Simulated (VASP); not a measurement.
Mo:

```xyz
1
Lattice="2.7355 0.0000 0.0000 -1.3678 2.3690 0.0000 0.0000 0.0000 2.5552" Properties=species:S:1:pos:R:3 pbc="T T T"
Mo    0.0000    0.0000    1.2776
```

Base run:

```yaml
Program: VASP 6.6.1
Functional: LDA
Potentials_or_basis: VASP PAW LDA potentials, release 64 (Mo_sv)
Cutoff: 500 eV
k_mesh: 12 × 12 × 11
Occupations: fermi-dirac, width 0.15 eV
Spin: no spin polarisation
```

Its results: band gap on the k mesh zero (band 7 reaches 12.38 eV, above the bottom of band 8 at 10.52 eV); pressure -7.4 GPa.

Q: After a change of settings the same cell gave: band gap on the k mesh zero (band 7 reaches 12.25 eV, above the bottom of band 8 at 10.51 eV); pressure -5.9 GPa. Which change was it?
A. k mesh from 12 × 12 × 11 to 3 × 3 × 3
B. k mesh from 12 × 12 × 11 to 7 × 7 × 7
C. k mesh from 12 × 12 × 11 to 9 × 9 × 9
D. k mesh from 12 × 12 × 11 to 6 × 6 × 5

A: C.
